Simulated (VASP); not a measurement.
Crystal: Fe.

```
Fe
1.0
     2.86650    0.00000    0.00000
     0.00000    2.86650    0.00000
     0.00000    0.00000    2.86650
Fe
2
Direct
  0.00000 0.00000 0.00000
  0.50000 0.50000 0.50000
```

```yaml
Program: VASP 6.6.1
Task: relaxation of cell and atoms
Functional: BLYP
Potentials_or_basis: VASP PAW PBE potentials, release 64 (Fe)
Cutoff: 600 eV
k_mesh: 11 × 11 × 11
Occupations: fermi-dirac, width 0.05 eV
Spin: collinear spin, antiferromagnetic start
Starting_moments: "[2.5, -2.5] μB"
```

At the start: pressure -3.8 GPa; volume 11.78 Å³/atom.

Problem. How do energy, volume and symmetry change on relaxing?

Solution. Over 3 steps the energy falls by 4.2 meV/atom and the volume is 11.44 Å³/atom (-2.9 %); space group Im-3m (No. 229, to 0.05 Å); moment 0.00 μB per cell.

Step by step:
```csv
step,energy change (eV),largest force (eV/Å),pressure (GPa),volume (Å³)
1,0.0000,0.0000,-3.79,23.55
2,-0.0070,0.0000,1.73,22.62
3,-0.0084,0.0000,0.02,22.87
```

Final structure:
```cif
data_structure
_symmetry_space_group_name_H-M 'P 1'
_symmetry_Int_Tables_number 1
_cell_length_a 2.8387
_cell_length_b 2.8387
_cell_length_c 2.8387
_cell_angle_alpha 90.000
_cell_angle_beta 90.000
_cell_angle_gamma 90.000
_cell_volume 22.87
loop_
_atom_site_label
_atom_site_type_symbol
_atom_site_fract_x
_atom_site_fract_y
_atom_site_fract_z
_atom_site_occupancy
Fe1 Fe 0.00000 0.00000 0.00000 1
Fe2 Fe 0.50000 0.50000 0.50000 1
```

Caveat: the PAW data sets were made with another functional, which shifts forces and pressure a little.
